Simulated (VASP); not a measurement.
# LiCl (F-43m) in VASP: notebook

Aim: see how the results for LiCl move with the level of theory and the settings. Levels: r2SCAN, HSE06, PBE0. Tasks: single point.

Program: VASP 6.6.1. These are calculated values, not measurements. Logs are shortened: lines on timing, memory, paths and dates and some standing lists are left out, and cuts for length are marked.

## 1. The cell of the first run

Symmetry: F-43m, No. 216, cubic system. The conventional cell has a = 5.466 Å, b = 5.466 Å, c = 5.466 Å, α = 90.00°, β = 90.00°, γ = 90.00°. Within 3.1 Å of Li (site symmetry -43m) lie 4 Cl at 2.37 Å. Cl (site symmetry -43m) has 4 Li at 2.37 Å within 3.1 Å.

## 2. Single point, r2SCAN

POSCAR

```
LiCl
1.0
    0.0000000000      2.7330425290      2.7330425290
    2.7330425290      0.0000000000      2.7330425290
    2.7330425290      2.7330425290      0.0000000000
Li Cl
1 1
Direct
    0.0000000000      0.0000000000      0.0000000000
    0.2500000000      0.2500000000      0.2500000000
```

INCAR.step1

```
SYSTEM = LiCl
  ALGO = Normal
  EDIFF = 1E-4
  ENCUT = 520
  GGA = PE
  ISMEAR = 0
  LASPH = .TRUE.
  LCHARG = .FALSE.
  LREAL = .FALSE.
  LWAVE = .TRUE.
  NBANDS = 12
  NELM = 60
  PREC = Accurate
  SIGMA = 0.01
```

INCAR.step2

```
SYSTEM = LiCl
  ALGO = Normal
  EDIFF = 1E-7
  ENCUT = 520
  ISIF = 2
  ISMEAR = 0
  ISTART = 1
  LASPH = .TRUE.
  LCHARG = .TRUE.
  LELF = .TRUE.
  LMIXTAU = .TRUE.
  LREAL = .FALSE.
  LVHAR = .TRUE.
  LWAVE = .FALSE.
  METAGGA = R2SCAN
  NBANDS = 12
  NELM = 60
  PREC = Accurate
  SIGMA = 0.01
```

KPOINTS

```
k-points
0
G
  6 6 6
  0 0 0
```

Potentials or basis: VASP PAW PBE potentials, release 64 (Li_sv, Cl).

Started as:

```console
$ cat potpaw_PBE.64/Li_sv/POTCAR potpaw_PBE.64/Cl/POTCAR > POTCAR
$ cp INCAR.step1 INCAR
$ mpirun -np 1 vasp_std > vasp.out
$ cp INCAR.step2 INCAR
$ mpirun -np 1 vasp_std > vasp.out
```

OUTCAR:

```text
SYSTEM = LiCl
   EDIFF = 1E-7
   ENCUT = 520
   ISIF = 2
   ISMEAR = 0
   ISTART = 1
   LASPH = .TRUE.
   LREAL = .FALSE.
   METAGGA = R2SCAN
   NELM = 60
   PREC = Accurate

 ion  position               nearest neighbor table
   1  0.000  0.000  0.000-   2 2.37   2 2.37   2 2.37   2 2.37
   2  0.250  0.250  0.250-   1 2.37   1 2.37   1 2.37   1 2.37

  LATTYP: Found a face centered cubic cell.
 ALAT       =     5.4660850580

  Lattice vectors:

 A1 = (   0.0000000000,   2.7330425290,   2.7330425290)
 A2 = (   2.7330425290,   0.0000000000,   2.7330425290)
 A3 = (   2.7330425290,   2.7330425290,   0.0000000000)

Analysis of symmetry for initial positions (statically):
=====================================================================
 Subroutine PRICEL returns:
 Original cell was already a primitive cell.

 Routine SETGRP: Setting up the symmetry group for a
 face centered cubic supercell.

 Subroutine GETGRP returns: Found 24 space group operations
 (whereof 24 operations were pure point group operations)
 out of a pool of 48 trial point group operations.

The static configuration has the point symmetry T_d .

Analysis of symmetry for dynamics (positions and initial velocities):
=====================================================================
 Subroutine PRICEL returns:
 Original cell was already a primitive cell.

 Routine SETGRP: Setting up the symmetry group for a
 face centered cubic supercell.

 Subroutine GETGRP returns: Found 24 space group operations
 (whereof 24 operations were pure point group operations)
 out of a pool of 48 trial point group operations.

The dynamic configuration has the point symmetry T_d .

 Subroutine INISYM returns: Found 24 space group operations
 (whereof 24 operations are pure point group operations),
 and found     1 'primitive' translations

----------------------------------------------------------------------------------------

                                     Primitive cell

  volume of cell :      40.8290

  direct lattice vectors                    reciprocal lattice vectors
     0.000000000  2.733042529  2.733042529    -0.182946293  0.182946293  0.182946293
     2.733042529  0.000000000  2.733042529     0.182946293 -0.182946293  0.182946293
     2.733042529  2.733042529  0.000000000     0.182946293  0.182946293 -0.182946293

  length of vectors
     3.865105811  3.865105811  3.865105811     0.316872275  0.316872275  0.316872275

  position of ions in fractional coordinates (direct lattice)
     0.000000000  0.000000000  0.000000000
     0.250000000  0.250000000  0.250000000

  ion indices of the primitive-cell ions
   primitive index   ion index
                 1           1
                 2           2

----------------------------------------------------------------------------------------

 KPOINTS: k-points

Automatic generation of k-mesh.
 Grid dimensions read from file:
 generate k-points for:    6    6    6

 Generating k-lattice:

  Cartesian coordinates                     Fractional coordinates (reciprocal lattice)
    -0.030491049  0.030491049  0.030491049     0.166666667  0.000000000  0.000000000
     0.030491049 -0.030491049  0.030491049     0.000000000  0.166666667  0.000000000
     0.030491049  0.030491049 -0.030491049     0.000000000  0.000000000  0.166666667

  Length of vectors
     0.052812046  0.052812046  0.052812046

  Shift w.r.t. Gamma in fractional coordinates (k-lattice)
     0.000000000  0.000000000  0.000000000

 Subroutine IBZKPT returns following result:
 ===========================================

 Found     16 irreducible k-points:

 Following reciprocal coordinates:
            Coordinates               Weight
  0.000000  0.000000  0.000000      1.000000
  0.166667  0.000000  0.000000      8.000000
  0.333333  0.000000  0.000000      8.000000
  0.500000  0.000000  0.000000      4.000000
  0.166667  0.166667  0.000000      6.000000
  0.333333  0.166667  0.000000     24.000000
[... 8 lines left out ...]
 -0.333333  0.333333  0.166667     24.000000
 -0.333333  0.500000  0.166667     12.000000
   k-points           NKPTS =     16   k-points in BZ     NKDIM =     16   number of bands    NBANDS=     12
   number of dos      NEDOS =    301   number of ions     NIONS =      2
   total plane-waves  NPLWV =  27000
   dimension x,y,z NGX =    30 NGY =   30 NGZ =   30
   dimension x,y,z NGXF=    60 NGYF=   60 NGZF=   60
   ions per type =               1   1
   NGX,Y,Z   is equivalent  to a cutoff of  12.90, 12.90, 12.90 a.u.
   NGXF,Y,Z  is equivalent  to a cutoff of  25.81, 25.81, 25.81 a.u.
 SYSTEM =  LiCl
   PREC   = accura    normal or accurate (medium, high low for compatibility)
   ISTART =      1    job   : 0-new  1-cont  2-samecut
   ICHARG =      0    charge: 1-file 2-atom 10-const
   ISPIN  =      1    spin polarized calculation?
   LNONCOLLINEAR =      F non collinear calculations
   LSORBIT =      F    spin-orbit coupling
   LASPH  =      T    aspherical Exc in radial PAW
   ENCUT  =  520.0 eV  38.22 Ry    6.18 a.u.   7.19  7.19  7.19*2*pi/ulx,y,z
   NELM   =     60;   NELMIN=  2; NELMDL=  0     # of ELM steps
   EDIFF  = 0.1E-06   stopping-criterion for ELM
   LREAL  =      F    real-space projection
   EDIFFG = 0.1E-05   stopping-criterion for IOM
   NSW    =      0    number of steps for IOM
   IBRION =     -1    ionic relax: 0-MD 1-quasi-New 2-CG
   NFREE  =      0    steps in history (QN), initial steepest desc. (CG)
   ISIF   =      2    stress and relaxation
   ISYM   =      2    0-nonsym 1-usesym 2-fastsym
   POTIM  = 0.5000    time-step for ionic-motion
   TEBEG  =    0.0;   TEEND  =   0.0 temperature during run
   PSTRESS=    0.0 pullay stress
   NELECT =      10.0000    total number of electrons
   NUPDOWN=      -1.0000    fix difference up-down
   EMIN   =  10.00;   EMAX   =-10.00  energy-range for DOS
   EFERMI =   0.00;   METHOD = LEGACY
   ISMEAR =     0;   SIGMA  =   0.01  broadening in eV -4-tet -1-fermi 0-gaus
   EFERMI_NEDOS =   21; number of points for ismear=-14 and -15
   IALGO  =     38    algorithm
   IMIX   =      4    mixing-type and parameters
     AMIX     =   0.40;   BMIX     =  1.00
     AMIX_MAG =   1.60;   BMIX_MAG =  1.00
  volume/ion in A,a.u.               =      20.41       137.76
  Fermi-wavevector in a.u.,A,eV,Ry     =   1.024279  1.935607 14.274529  1.049148
  Thomas-Fermi vector in A             =   2.158058
   LORBIT       =      0    0 simple, 1 ext, 2 COOP (PROOUT), +10 PAW based schemes
   METAGGA = R2SCAN    functional components
   LHFCALC =     F    Hartree Fock is set to
   AEXX    =    0.0000 exact exchange contribution
   IVDW    =     0    specifies the selected vdW correction
   LEPSILON=     F    determine dielectric tensor
   LRPA    =     F    only Hartree local field effects (RPA)
 non-spin polarized calculation
 Gauss-broadening in eV      SIGMA  =   0.01
  energy-cutoff  :      520.00
  volume of cell :       40.83
 maximum number of plane-waves:      1113
 NGX is ok and might be reduce to    30
   NGX = 15   NGY = 15   NGZ = 15

 number of electron      10.0000001 magnetization

 Free energy of the ion-electron system (eV)
  ---------------------------------------------------
  ext. energy  EPLUGINS =         0.00000000
  ---------------------------------------------------
  free energy    TOTEN  =       -12.57788071 eV

  energy without entropy =      -12.57788071  energy(sigma->0) =      -12.57788071

 E-fermi :  -1.3684     XC(G=0):  -8.1599

 val. band max:       -1.5594046178   @ k =   0.0000   0.0000   0.0000
 cond. band min:       5.2105868040   @ k =   0.0000   0.0000   0.0000
 fundamental gap:      6.7699914218
 Fermi energy:        -1.3684497109

 k-point     1 :       0.0000    0.0000    0.0000
  band No.  band energies     occupation
      1     -45.6930      2.00000
      2     -14.8572      2.00000
      3      -1.5594      2.00000
      4      -1.5594      2.00000
      5      -1.5594      2.00000
      6       5.2106      0.00000
      7       9.4914      0.00000
      8       9.4914      0.00000
      9       9.4919      0.00000
     10      13.7581      0.00000
     11      13.7581      0.00000
     12      17.1331      0.00000

 k-point     2 :       0.1667    0.0000    0.0000
  band No.  band energies     occupation
      1     -45.6927      2.00000
      2     -14.7858      2.00000
      3      -2.1661      2.00000
      4      -1.6374      2.00000
      5      -1.6373      2.00000
      6       5.8861      0.00000
      7       9.6728      0.00000
      8       9.7694      0.00000
      9       9.7699      0.00000
     10      13.0585      0.00000
     11      13.0585      0.00000
     12      15.7336      0.00000

 k-point     3 :       0.3333    0.0000    0.0000
  band No.  band energies     occupation
      1     -45.6919      2.00000
      2     -14.6354      2.00000
      3      -3.1668      2.00000
      4      -1.7838      2.00000
      5      -1.7838      2.00000
      6       7.0829      0.00000
      7       9.7767      0.00000
      8       9.7771      0.00000
      9       9.8627      0.00000
     10      13.7121      0.00000
     11      13.7123      0.00000
     12      15.5618      0.00000

 k-point     4 :       0.5000    0.0000    0.0000
  band No.  band energies     occupation
      1     -45.6916      2.00000
      2     -14.5561      2.00000
      3      -3.6027      2.00000
      4      -1.8530      2.00000
      5      -1.8529      2.00000
      6       7.6514      0.00000
      7       9.5745      0.00000
      8       9.5748      0.00000
      9       9.9096      0.00000
     10      15.5287      0.00000
     11      15.5288      0.00000
     12      15.9934      0.00000

 k-point     5 :       0.1667    0.1667    0.0000
  band No.  band energies     occupation
      1     -45.6926      2.00000
      2     -14.7623      2.00000
      3      -2.0948      2.00000
      4      -1.7933      2.00000
      5      -1.7933      2.00000
      6       5.9943      0.00000
      7       9.5019      0.00000
      8      10.1563      0.00000
      9      10.1567      0.00000
     10      11.4371      0.00000
     11      14.2013      0.00000
     12      17.6631      0.00000
[... 108 lines left out ...]
      1     -45.6910      2.00000
      2     -14.4626      2.00000
      3      -3.2086      2.00000
      4      -2.4098      2.00000
      5      -2.4098      2.00000
      6       5.6160      0.00000
      7       8.8809      0.00000
      8      13.1237      0.00000
      9      13.5635      0.00000
     10      13.5640      0.00000
     11      16.2156      0.00000
     12      16.4565      0.00000

 k-point    14 :       0.5000    0.3333    0.1667
  band No.  band energies     occupation
      1     -45.6914      2.00000
      2     -14.5363      2.00000
      3      -3.0901      2.00000
      4      -2.4244      2.00000
      5      -2.0832      2.00000
      6       7.1567      0.00000
      7       9.0808      0.00000
      8      10.3804      0.00000
      9      11.5357      0.00000
     10      12.5895      0.00000
     11      15.7181      0.00000
     12      16.4585      0.00000

 k-point    15 :      -0.3333    0.3333    0.1667
  band No.  band energies     occupation
      1     -45.6911      2.00000
      2     -14.4836      2.00000
      3      -3.1985      2.00000
      4      -2.5817      2.00000
      5      -2.2358      2.00000
      6       7.4618      0.00000
      7       8.9843      0.00000
      8      10.9825      0.00000
      9      11.4682      0.00000
     10      12.8417      0.00000
     11      15.3974      0.00000
     12      16.2492      0.00000

 k-point    16 :      -0.3333    0.5000    0.1667
  band No.  band energies     occupation
      1     -45.6910      2.00000
      2     -14.4597      2.00000
      3      -3.0710      2.00000
      4      -2.5870      2.00000
      5      -2.5172      2.00000
      6       6.6096      0.00000
      7       9.5607      0.00000
      8      11.0229      0.00000
      9      11.9731      0.00000
     10      13.7509      0.00000
     11      15.8311      0.00000
     12      16.5962      0.00000

------------------------ aborting loop because EDIFF is reached ----------------------------------------

  FORCE on cell =-STRESS in cart. coord.  units (eV):
  Direction    XX          YY          ZZ          XY          YZ          ZX
  --------------------------------------------------------------------------------------
  -------------------------------------------------------------------------------------
  Total       -0.0698564     -0.0698564     -0.0698564      0.0000000      0.0000000     -0.0000000
  in kB       -2.7412424     -2.7412424     -2.7412424      0.0000000      0.0000000     -0.0000000
  external PRESSURE =      -2.7412424 kB  Pullay stress =       0.0000000 kB

 VOLUME and BASIS-vectors are now :
 -----------------------------------------------------------------------------
  energy-cutoff  :      520.00
  volume of cell :       40.83
      direct lattice vectors                 reciprocal lattice vectors
     0.000000000  2.733042529  2.733042529    -0.182946293  0.182946293  0.182946293
     2.733042529  0.000000000  2.733042529     0.182946293 -0.182946293  0.182946293
     2.733042529  2.733042529  0.000000000     0.182946293  0.182946293 -0.182946293

 POSITION                                       TOTAL-FORCE (eV/Angst)
 -----------------------------------------------------------------------------------
      0.00000      0.00000      0.00000         0.000000      0.000000      0.000000
      1.36652      1.36652      1.36652        -0.000000     -0.000000     -0.000000
 -----------------------------------------------------------------------------------
    total drift:                                0.000000      0.000000      0.000000

  FREE ENERGIE OF THE ION-ELECTRON SYSTEM (eV)
  ---------------------------------------------------
  free  energy   TOTEN  =       -12.5778807119 eV

  energy  without entropy=      -12.5778807119  energy(sigma->0) =      -12.57788071
```

Wall time 50 s (1 thread of Intel Xeon Platinum 8259CL at 2.50GHz (Skylake/Cascade Lake), shared host); peak memory 0.16 GiB.

What came out:

| Property | Result |
| --- | --- |
| Free energy | -12.5779 eV |
| Band gap on the k mesh | 6.77 eV, direct |

Caveat: the cutoff is under 1.25 times the usual one of these potentials, so pressure, stress and relaxed cells hold a basis-set (Pulay) error; the PAW data sets were made with another functional, which shifts forces and pressure a little. r2SCAN opens gaps a little over a GGA but as a rule still falls short of measured ones.

## 3. Single point, HSE06

POSCAR is that of step 2.

INCAR.step1

```
ALGO = Normal ; EDIFF = 1E-5
ENCUT = 520 ; GGA = PE
ISIF = 2 ; ISMEAR = 0
LASPH = T ; LCHARG = F
LREAL = F ; LWAVE = T
NBANDS = 12 ; NELM = 60
PREC = Accurate ; SIGMA = 0.01
```

INCAR.step2

```
ALGO = Normal ; EDIFF = 1E-7
ENCUT = 520 ; GGA = PE
HFSCREEN = 0.2079 ; ISIF = 2
ISMEAR = 0 ; ISTART = 1
LASPH = T ; LCHARG = F
LHFCALC = T ; LREAL = F
LWAVE = F ; NBANDS = 12
NELM = 60 ; PREC = Accurate
PRECFOCK = Normal ; SIGMA = 0.01
```

KPOINTS

```
k-points
0
Gamma
  6 6 6
```

Potentials or basis: VASP PAW PBE potentials, release 64 (Li_sv, Cl).

Started as:

```console
$ cat potpaw_PBE.64/Li_sv/POTCAR potpaw_PBE.64/Cl/POTCAR > POTCAR
$ cp INCAR.step1 INCAR
$ mpirun -np 1 vasp_std > vasp.out
$ cp INCAR.step2 INCAR
$ mpirun -np 1 vasp_std > vasp.out
```

Run time: 16 min. Hardware: 1 thread of Intel Xeon Platinum 8259CL at 2.50GHz (Skylake/Cascade Lake), shared host; peak memory 0.28 GiB.

It converged, with:

```yaml
Free_energy: -8.4937 eV
Band_gap_on_the_k_mesh: 7.39 eV, direct
```

Levels at points of the mesh, in eV from the valence-band top:
| k point | band 3 | band 4 | band 5 | band 6 | band 7 | band 8 |
| --- | --- | --- | --- | --- | --- | --- |
| (0.00, 0.00, 0.00) | 0.00 | 0.00 | 0.00 | 7.39 | 11.73 | 11.73 |
| (0.50, 0.00, 0.00) | -2.18 | -0.31 | -0.31 | 9.81 | 11.86 | 11.86 |
| (0.50, 0.50, 0.00) | -1.78 | -0.90 | -0.90 | 7.94 | 11.09 | 15.21 |

Caveat: the cutoff is under 1.25 times the usual one of these potentials, so pressure, stress and relaxed cells hold a basis-set (Pulay) error; the PAW data sets were made with another functional, which shifts forces and pressure a little.

(Continued in part 2 of 2.)
